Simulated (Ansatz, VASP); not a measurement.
## W in VASP and in Ansatz

INCAR

```
PREC = Accurate ; ENCUT = 520
EDIFF = 1E-7 ; ISMEAR = -1
SIGMA = 0.05 ; LREAL = False
LASPH = True ; NELM = 60
ALGO = Fast ; ISIF = 2
LWAVE = False ; LCHARG = False
NBANDS = 13
```

KPOINTS

```
Automatic mesh
0
Gamma
  12 12 12
```

The input POSCAR:

```
W
1.0
   -1.5609593379      1.5609593379      1.5609593379
    1.5609593379     -1.5609593379      1.5609593379
    1.5609593379      1.5609593379     -1.5609593379
W
1
Direct
    0.0000000000      0.0000000000      0.0000000000
```

Contents of input.yaml:

```yaml
crystal:
  lattice:
    - [-1.5609593379, 1.5609593379, 1.5609593379]
    - [1.5609593379, -1.5609593379, 1.5609593379]
    - [1.5609593379, 1.5609593379, -1.5609593379]
  atoms:
    - { symbol: W, position: [0.0, 0.0, 0.0] }
kpoints:
  mp_grid: { grid: [12, 12, 12] }
scf:
  occupations: { method: fermi_dirac, width: 0.05 }
hamiltonian:
  xc: lda
  pseudopotentials: { kind: all_electron, lapw: { basis_error: 0.001 } }
output:
  forces: true
  stress: true
  eigenvalues: true
```

Change from the starting cell: volume scaled by 0.96.

Alike in both runs: task single point; functional LDA; k mesh 12 × 12 × 12; occupations fermi-dirac, width 0.05 eV; no spin polarisation.

```csv
,VASP,Ansatz
version,VASP 6.6.1,Ansatz 0.2.0
potentials or method,"VASP PAW LDA potentials, release 64 (W_sv), cutoff 520 eV","all-electron LAPW, scalar-relativistic"
```

Ansatz gave:

```
gap on the k mesh at the Fermi level (eV) : none
pressure (GPa)                            : 4.0
```

Question: Which values does VASP return?

Answer: gap on the k mesh at the Fermi level (eV): none; pressure (GPa): 6.0.

LDA's correlation is that of Perdew and Zunger in VASP and of Perdew and Wang (1992) in Ansatz. A gap of «none» marks a metal or a gap that the smearing closes. Ansatz ran all-electron here, and VASP with PAW potentials.

Neither program's run includes spin-orbit coupling.
